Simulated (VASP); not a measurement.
**Cs: single point with LDA**

Crystal: Cs.

```
Cs
1.0
    -3.06227    3.06227    3.06227
     3.06227   -3.06227    3.06227
     3.06227    3.06227   -3.06227
Cs
1
Direct
  0.00000 0.00000 0.00000
```

This cell differs from its parent crystal: volume scaled by 1.04.

```json
{"Program": "VASP 6.6.1", "Task": "single point", "Functional": "LDA", "Potentials or basis": "VASP PAW LDA potentials, release 64 (Cs_sv)", "Cutoff": "520 eV", "k mesh": "9 × 9 × 9", "Occupations": "fermi-dirac, width 0.05 eV", "Spin": "no spin polarisation"}
```

| Item | Value |
| --- | --- |
| Pressure | -0.3 GPa |

Levels at points of the mesh, in eV from the Fermi level:
```tsv
k point	band 2	band 3	band 4	band 5	band 6	band 7	band 8	band 9
(0.00, 0.00, 0.00)	-10.56	-10.56	-10.56	-1.69	2.42	2.42	2.42	3.31
```

It took 9.4 s on 1 thread of Intel(R) Xeon(R) 6975P-C (Granite Rapids), with other jobs on the host, peak memory 0.2 GiB.

Caveat: spin-orbit coupling is left out, which moves the levels of the heavy elements.
